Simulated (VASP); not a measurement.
Set up this calculation in VASP 6.6.1, as the native input.

* Task: single point
* Functional: PBE
* Dispersion: D3(BJ)
* Potentials or basis: VASP PAW PBE potentials, release 64 (H, C, O)
* Cutoff: 520 eV
* k mesh: 6 × 4 × 4
* Occupations: gaussian, width 0.1 eV
* Spin: no spin polarisation
* Dipole correction: no
* Further INCAR settings: LREAL = Auto; ALGO = Normal; EDIFF = 1e-06; NBANDS = 48

The structure of H2C2O lies in POSCAR:

```
H2C2O
1.0
    3.8731085019      0.0000000000     -0.0137108159
    0.0000000000      7.1478972018      0.0000000000
   -1.4325241202      0.0000000000      7.6159518982
H C O
8 8 4
Direct
    0.9505171860      0.3509242707      0.0188051510
    0.0494828140      0.8509242707      0.9811948490
    0.3026613483      0.2152085854      0.9689404891
    0.6973386517      0.7152085854      0.0310595109
    0.8886529548      0.2109624183      0.8243096083
    0.1113470452      0.7109624183      0.1756903917
    0.4311515904      0.9947075168      0.5988471731
    0.5688484096      0.4947075168      0.4011528269
    0.0747550518      0.3011213919      0.9111901762
    0.9252449482      0.8011213919      0.0888098238
    0.1811133908      0.4541141095      0.8117557288
    0.8188866092      0.9541141095      0.1882442712
    0.3739006779      0.7250181812      0.6175728525
    0.6260993221      0.2250181812      0.3824271475
    0.2701835152      0.5822054079      0.7269113034
    0.7298164848      0.0822054079      0.2730886966
    0.4758205333      0.6913586414      0.4784921155
    0.5241794667      0.1913586414      0.5215078845
    0.3519813129      0.8964794769      0.6792999254
    0.6480186871      0.3964794769      0.3207000746
```

These files were run (other wordings do the same):

INCAR

```
PREC     = Accurate       # precision mode
ENCUT    = 520            # plane-wave cutoff, eV
EDIFF    = 1E-6           # SCF threshold, eV
ISMEAR   = 0              # smearing method
SIGMA    = 0.1            # smearing width, eV
LREAL    = Auto         
LASPH    = T              # aspherical terms in the spheres
NELM     = 80             # most SCF steps
ALGO     = Normal         # electronic algorithm
ISIF     = 2              # what is computed and relaxed
LWAVE    = F              # write WAVECAR
LCHARG   = F              # write CHGCAR
GGA      = PE             # functional
IVDW     = 12             # dispersion correction
NBANDS   = 48             # bands
```

KPOINTS

```
Automatic mesh
0
Gamma
  6 4 4
```

Potentials or basis: VASP PAW PBE potentials, release 64 (H, C, O).

Run with:

```bash
$ cat potpaw_PBE.64/H/POTCAR potpaw_PBE.64/C/POTCAR potpaw_PBE.64/O/POTCAR > POTCAR
$ mpirun -np 1 vasp_std > vasp.out
```

Results of the run:

| Quantity | Value |
| --- | --- |
| Pressure | 0.2 GPa |
| Largest force | 0.398 eV/Å |
| Band gap on the k mesh | 3.55 eV |
| Dispersion energy per atom | -0.065 eV |

It took 8 min on 1 thread of AMD EPYC 7R13 Processor (Zen 3), with other jobs on the host, peak memory 0.41 GiB.
